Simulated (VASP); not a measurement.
The system is KCl (Sylvite).

```
CELL_PARAMETERS angstrom
0.00000 3.14647 3.14647
3.14647 0.00000 3.14647
3.14647 3.14647 0.00000
ATOMIC_POSITIONS crystal
K 0.00000 0.00000 0.00000
Cl 0.50000 0.50000 0.50000
```

| Item | Value |
| --- | --- |
| Program | VASP 6.6.1 |
| Task | relaxation of volume and atoms at fixed shape |
| Functional | PBE |
| Potentials or basis | VASP PAW PBE potentials, release 64 (K_sv, Cl) |
| Cutoff | 600 eV |
| k mesh | 6 × 6 × 6 |
| Occupations | gaussian, width 0.01 eV |
| Spin | no spin polarisation |

At the start: pressure 0.8 GPa; volume 31.15 Å³/atom.

Task: Where does the relaxation end?

Result: Over 3 steps the energy falls by 3.5 meV/atom and the volume is 32.58 Å³/atom (+4.6 %); space group Fm-3m (No. 225, to 0.05 Å).

Step by step:
| step | energy change (eV) | largest force (eV/Å) | pressure (GPa) | volume (Å³) |
| --- | --- | --- | --- | --- |
| 1 | 0.0000 | 0.0000 | 0.82 | 62.30 |
| 2 | -0.0053 | 0.0000 | 0.37 | 63.75 |
| 3 | -0.0070 | 0.0000 | 0.00 | 65.16 |

Final structure:
```cif
data_structure
_symmetry_space_group_name_H-M 'P 1'
_symmetry_Int_Tables_number 1
_cell_length_a 4.5167
_cell_length_b 4.5167
_cell_length_c 4.5167
_cell_angle_alpha 60.000
_cell_angle_beta 60.000
_cell_angle_gamma 60.000
_cell_volume 65.16
loop_
_atom_site_label
_atom_site_type_symbol
_atom_site_fract_x
_atom_site_fract_y
_atom_site_fract_z
_atom_site_occupancy
K1 K 0.00000 0.00000 0.00000 1
Cl1 Cl 0.50000 0.50000 0.50000 1
```
